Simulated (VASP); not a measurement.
Set up this calculation in VASP 6.6.1, as the native input.

```
Task                   : single point
Functional             : PBE
Potentials or basis    : VASP PAW PBE potentials, release 64 (Cd_sv_GW, Cl, O)
Cutoff                 : 700 eV
k mesh                 : 3 × 3 × 3
Occupations            : gaussian, width 0.1 eV
Spin                   : no spin polarisation
Dipole correction      : no
Further INCAR settings : ALGO = Normal; EDIFF = 1e-06; NBANDS = 52
```

The structure of Cd3Cl3O lies in POSCAR:

```
Cd3Cl3O
1.0
    3.9102103844      2.2575610180      3.1171858600
   -3.9102103844      2.2575610180      3.1171858600
    0.0000000000     -4.5151220360      3.1171858600
Cd Cl O
3 3 1
Direct
    0.5082703832      0.0699757562      0.5082703832
    0.5082703832      0.5082703832      0.0699757562
    0.0699757562      0.5082703832      0.5082703832
    0.9851847498      0.9851847498      0.4821523489
    0.4821523489      0.9851847498      0.9851847498
    0.9851847498      0.4821523489      0.9851847498
    0.4624469967      0.4624469967      0.4624469967
```

One way to write it, as run:

INCAR

```
SYSTEM = Cd3Cl3O
ALGO     = Normal         ! electronic algorithm
EDIFF    = 1E-6           ! SCF threshold, eV
ENCUT    = 700            ! plane-wave cutoff, eV
GGA      = PE             ! functional
GGA_COMPAT= .False.      
ISIF     = 2              ! what is computed and relaxed
ISMEAR   = 0              ! smearing method
LASPH    = .True.         ! aspherical terms in the spheres
LCHARG   = .True.         ! write CHGCAR
LELF     = .True.         ! ELF
LREAL    = .False.        ! projectors in reciprocal space
LVHAR    = .True.       
LWAVE    = .False.        ! write WAVECAR
NBANDS   = 52             ! bands
NELM     = 120            ! most SCF steps
PREC     = Accurate       ! precision mode
SIGMA    = 0.1            ! smearing width, eV
```

KPOINTS

```
k-points
0
Gamma
  3 3 3
  0 0 0
```

Potentials or basis: VASP PAW PBE potentials, release 64 (Cd_sv_GW, Cl, O).

The run is started by

```console
$ cat potpaw_PBE.64/Cd_sv_GW/POTCAR potpaw_PBE.64/Cl/POTCAR potpaw_PBE.64/O/POTCAR > POTCAR
$ mpirun -np 1 vasp_std > vasp.out
```

It gave:

| Item | Value |
| --- | --- |
| Pressure | 0.2 GPa |
| Largest force | 0.071 eV/Å |
| Band gap on the k mesh | zero (an odd number of electrons rules out a gap without spin polarisation) |

Caveat: the k points lie up to 0.38 Å⁻¹ apart, too coarse for converged energies and pressures of a metal; an odd number of electrons without spin polarisation forces a metal; a magnetic or distorted state may lie lower.

It took 53 s on 1 thread of AMD EPYC 9R45 96-Core Processor (Zen 5) (shared host), peak memory 0.33 GiB.
